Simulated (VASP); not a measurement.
Runs of VASP 6.6.1 on InSb2. The structure is that of space group Fm-3m (No. 225), or close to it. The cells are those of the table. 

```tsv
task	cell	k mesh	cutoff (eV)	gap on the mesh (eV)	pressure (GPa)	relaxed volume (Å³/atom)
single point	a = 5.120 Å, angles 60.0°, 3 atoms	4 × 4 × 4	520	none	0.1	-
single point	a = 4.882 Å, angles 60.0°, 3 atoms	4 × 4 × 4	520	none	9.1	-
single point	a = 5.112 Å, angles 60.0°, 3 atoms	12 × 12 × 12	520	none	0.0	-
relaxation of cell and atoms	relaxed from a = 4.882 Å, angles 60.0°, 3 atoms	4 × 4 × 4	600	none	0.0	31.68
relaxation of cell and atoms	relaxed from a = 5.120 Å, angles 60.0°, 3 atoms	12 × 12 × 12	600	none	0.0	(a)
```

Alike in all rows: level PBE; potentials or basis VASP PAW PBE potentials, release 64 (In_d, Sb); no spin polarisation; smearing gaussian 0.1 eV.

Task: Fill in the values left out.

Result: (a) 31.48.

Caveats: some runs use coarse meshes; spin-orbit coupling is left out, which moves the levels of the heavy elements; the volume moved by over 15 % at a fixed basis, so the end points are rough (some runs).

A k mesh can miss the band edges, and the runs leave out spin-orbit coupling on In, Sb.

A gap of «none» marks levels without a gap at the run's occupations.
